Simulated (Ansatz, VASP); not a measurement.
## InSe in VASP and in Ansatz

```
In Se
1.0
     4.04323    0.00000    0.00000
    -2.02161    3.50154    0.00000
     0.00000    0.00000   17.43332
In Se
4 4
Direct
  0.33333 0.66667 0.33026
  0.66667 0.33333 0.83026
  0.66667 0.33333 0.66974
  0.33333 0.66667 0.16974
  0.33333 0.66667 0.59753
  0.66667 0.33333 0.09753
  0.66667 0.33333 0.40247
  0.33333 0.66667 0.90247
```

Alike in both runs: functional r2SCAN; k mesh 9 × 9 × 2; occupations gaussian, width 0.02 eV; no spin polarisation.

Ansatz relaxed the structure, and its values are those at the end. VASP's run is a single point on that final structure, the one shown.

```csv
,VASP,Ansatz
version,VASP 6.6.1,Ansatz 0.2.0
potentials or method,"VASP PAW PBE potentials, release 64 (In_d, Se), cutoff 520 eV","scalar-relativistic, plane waves, PAW"
valence electrons in the cell,76,116
```

Ansatz gave:

```
gap on the k mesh at the Fermi level (eV) : 0.95
least direct gap on the mesh (eV)         : 0.95
pressure (GPa)                            : 0.0
rms of the force components (eV/Å)        : 0.000
```

Problem. Estimate VASP's values.

Solution. gap on the k mesh at the Fermi level (eV): 0.94; least direct gap on the mesh (eV): 0.94; pressure (GPa): 0.0; rms of the force components (eV/Å): 0.008.

VASP's potentials were made for PBE, not for r2SCAN. VASP's potentials hold 76 valence electrons a cell and Ansatz's 116, so a difference there can come from the potentials and not from the codes.
